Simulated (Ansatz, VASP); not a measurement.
**Two plane-wave programs on Sr**

INCAR

```
SYSTEM = Sr
  PREC = Accurate
  ENCUT = 600
  EDIFF = 1E-7
  ISMEAR = 0
  SIGMA = 0.01
  LREAL = .FALSE.
  LASPH = .TRUE.
  NELM = 80
  ALGO = Normal
  ISIF = 3
  LWAVE = .FALSE.
  LCHARG = .FALSE.
  GGA = CA
  IBRION = 2
  NSW = 100
  EDIFFG = -0.002
```

Contents of KPOINTS:

```
regular mesh
0
G
  10 10 10
  0 0 0
```

Contents of POSCAR:

```
Sr
1.0
    0.0000000000      3.0336031300      3.0336031300
    3.0336031300      0.0000000000      3.0336031300
    3.0336031300      3.0336031300      0.0000000000
Sr
1
Direct
    0.0000000000      0.0000000000      0.0000000000
```

Input for Ansatz:

```yaml
crystal:
  lattice:
    - [0.0, 3.03360313, 3.03360313]
    - [3.03360313, 0.0, 3.03360313]
    - [3.03360313, 3.03360313, 0.0]
  atoms:
    - { symbol: Sr, position: [0.0, 0.0, 0.0] }
basis:
  ecutwfc: 420
kpoints:
  mp_grid: { grid: [10, 10, 10] }
hamiltonian:
  xc: lda
  pseudopotentials: { kind: paw, azcp: { folder: soft_1 } }
scf:
  occupations: { method: gaussian, width: 0.01 }
output:
  forces: true
  stress: true
  eigenvalues: true
relax:
  adjacent_minimum: "off"
  f_tol: 0.002
  max_steps: 80
  cell: { stress_tol: 0.02 }
```

Alike in both runs: task relaxation of cell and atoms; functional LDA; k mesh 10 × 10 × 10; occupations gaussian, width 0.01 eV; no spin polarisation.

```csv
,VASP,Ansatz
version,VASP 6.6.1,Ansatz 0.2.0
potentials or method,"VASP PAW LDA potentials, release 64 (Sr_sv), cutoff 600 eV","scalar-relativistic, plane waves, PAW"
valence electrons in the cell,10,10
```

Ansatz gave:

```
gap on the k mesh at the Fermi level, each at its own relaxed structure (eV) : 0.02
relaxed volume (Å³/atom)                                                     : 48.36
relaxed cell length with the largest relative difference (Å)                 : 4.090
```

Task: What did VASP give for the same quantities?

Result: gap on the k mesh at the Fermi level, each at its own relaxed structure (eV): 0.02; relaxed volume (Å³/atom): 48.35; relaxed cell length with the largest relative difference (Å): 4.089.

Ansatz warns that its potentials were made for another functional, while VASP's fit it. LDA's correlation is that of Perdew and Zunger in VASP and of Perdew and Wang (1992) in Ansatz.
